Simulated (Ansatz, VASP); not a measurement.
One calculation of Ag, two programs

Contents of POSCAR:

```
Ag
1.0
    0.0000000000      1.7848122475      2.6772183713
    1.7848122475      0.0000000000      2.6772183713
    1.7848122475      1.7848122475      0.0000000000
Ag
1
Direct
    0.0000000000      0.0000000000      0.0000000000
```

The input INCAR.step1:

```
ALGO = Normal
EDIFF = 1E-4
ENCUT = 520
GGA = PE
ISMEAR = 0
LASPH = True
LCHARG = False
LREAL = False
LWAVE = True
NBANDS = 12
NELM = 80
PREC = Accurate
SIGMA = 0.15
```

INCAR.step2

```
ALGO = Normal
EDIFF = 1E-6
ENCUT = 520
ISIF = 2
ISMEAR = 0
ISTART = 1
LASPH = True
LCHARG = False
LMIXTAU = True
LREAL = False
LWAVE = False
METAGGA = R2SCAN
NBANDS = 12
NELM = 80
PREC = Accurate
SIGMA = 0.15
```

Contents of KPOINTS:

```
k-points
0
Gamma
  22 22 22
```

Input for Ansatz:

```yaml
crystal:
  lattice:
    - [0.0, 1.7848122475, 2.6772183713]
    - [1.7848122475, 0.0, 2.6772183713]
    - [1.7848122475, 1.7848122475, 0.0]
  atoms:
    - { symbol: Ag, position: [0.0, 0.0, 0.0] }
basis:
  ecutwfc: 500
kpoints:
  mp_grid: { grid: [22, 22, 22] }
hamiltonian:
  xc: r2scan
scf:
  occupations: { method: gaussian, width: 0.15 }
output:
  forces: true
  stress: true
  eigenvalues: true
  write_density: true
  write_potential: true
  elf: true
  volumetric_format: npy
```

Alike in both runs: task single point; functional r2SCAN; k mesh 22 × 22 × 22; occupations gaussian, width 0.15 eV; no spin polarisation.

|  | VASP | Ansatz |
| --- | --- | --- |
| version | VASP 6.6.1 | Ansatz 0.2.0 |
| potentials or method | VASP PAW PBE potentials, release 64 (Ag), cutoff 520 eV | scalar-relativistic, plane waves, PAW |
| valence electrons in the cell | 11 | 19 |

```tsv
	VASP	Ansatz	Ansatz less VASP
gap on the k mesh at the Fermi level (eV)	none	none	-
pressure (GPa)	16.3	15.9	-0.36
traceless stress, the component that is largest in VASP (GPa)	-27.32	-26.93	+0.390
```

VASP's potentials were made for PBE, not for r2SCAN. A gap of «none» marks a metal or a gap that the smearing closes. VASP's potentials hold 11 valence electrons a cell and Ansatz's 19, so a difference there can come from the potentials and not from the codes.
